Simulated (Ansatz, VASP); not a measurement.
# Two plane-wave programs on AlN

```
Al N
1.0
     3.00503    0.00000    0.00000
    -1.50251    2.60243    0.00000
     0.00000    0.00000    5.21870
Al N
2 2
Direct
  0.33333 0.66667 0.00173
  0.66667 0.33333 0.50173
  0.33333 0.66667 0.38327
  0.66667 0.33333 0.88327
```

Change from the starting cell: strain -0.040 along x and y, +0.040 along z, atoms carried along.

Alike in both runs: task single point; functional PBE; k mesh 12 × 12 × 6; occupations gaussian, width 0.05 eV; no spin polarisation.

```csv
,VASP,Ansatz
version,VASP 6.6.1,Ansatz 0.2.0
potentials or method,"VASP PAW PBE potentials, release 64 (Al, N), cutoff 520 eV","scalar-relativistic, plane waves, PAW"
valence electrons in the cell,16,16
```

```tsv
	VASP	Ansatz	Ansatz less VASP
gap on the k mesh at the Fermi level (eV)	4.27	4.26	-0.009
least direct gap on the mesh (eV)	4.27	4.26	-0.009
pressure (GPa)	11.1	11.4	+0.23
traceless stress, the component that is largest in VASP (GPa)	-22.60	-22.45	+0.154
rms of the force components (eV/Å)	0.444	0.442	-0.0018
```

Atom by atom the forces differ by 0.002 eV/Å (rms over components).
